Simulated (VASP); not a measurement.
Here is a VASP 6.6.1 calculation.

Contents of INCAR:

```
PREC     = Accurate       # precision mode
ENCUT    = 520            # plane-wave cutoff, eV
EDIFF    = 1E-6           # SCF threshold, eV
ISMEAR   = -1             # smearing method
SIGMA    = 0.1            # smearing width, eV
LREAL    = F              # projectors in reciprocal space
LASPH    = T              # aspherical terms in the spheres
NELM     = 60             # most SCF steps
ALGO     = Normal         # electronic algorithm
ISIF     = 2              # what is computed and relaxed
LWAVE    = F              # write WAVECAR
LCHARG   = T              # write CHGCAR
GGA      = PE             # functional
LELF     = T              # ELF
LVHAR    = T            
NBANDS   = 13             # bands
```

KPOINTS

```
Automatic mesh
0
Gamma
  11 11 11
```

Contents of POSCAR:

```
Se
1.0
    0.0000000000      2.3325060983      2.3325060983
    2.3325060983      0.0000000000      2.3325060983
    2.3325060983      2.3325060983      0.0000000000
Se
2
Direct
   -0.1250000000     -0.1250000000     -0.1250000000
    0.1250000000      0.1250000000      0.1250000000
```

Potentials or basis: VASP PAW PBE potentials, release 64 (Se).

Command:

```sh
$ cat potpaw_PBE.64/Se/POTCAR > POTCAR
$ mpirun -np 1 vasp_std > vasp.out
```

Question: What does it give for the pressure?

Answer: 216.1 GPa.

Question: Estimate the band gap on the k mesh.

Answer: Zero (band 6 reaches 15.47 eV, above the bottom of band 7 at 10.72 eV).
